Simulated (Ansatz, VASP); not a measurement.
## GaN in VASP and in Ansatz

```xyz
2
Lattice="0.0215 2.2480 2.2480 2.2480 0.0215 2.2480 2.2480 2.2480 0.0215" Properties=species:S:1:pos:R:3 pbc="T T T"
Ga    0.0033    0.0033    0.0033
N     1.1261    1.1261    1.1261
```

Change from the starting cell: epitaxial_111 strain -1.0%.

Alike in both runs: task single point; functional HSE06; k mesh 6 × 6 × 6; no spin polarisation.

```csv
,VASP,Ansatz
version,VASP 6.6.1,Ansatz 0.2.0
potentials or method,"VASP PAW PBE potentials, release 64 (Ga_d, N)","plane waves, PAW"
plane-wave cutoff (eV),520,420
occupations,"gaussian, width 0.01 eV",fixed
valence electrons in the cell,18,18
```

|  | VASP | Ansatz | Ansatz less VASP |
| --- | --- | --- | --- |
| gap on the k mesh at the Fermi level (eV) | 3.10 | 3.08 | -0.019 |
| pressure (GPa) | 3.1 | 3.2 | +0.09 |
| traceless stress, the component that is largest in VASP (GPa) | -1.62 | -1.61 | +0.007 |

Ansatz's warnings: stress exchange threshold loose, stress scf threshold loose.
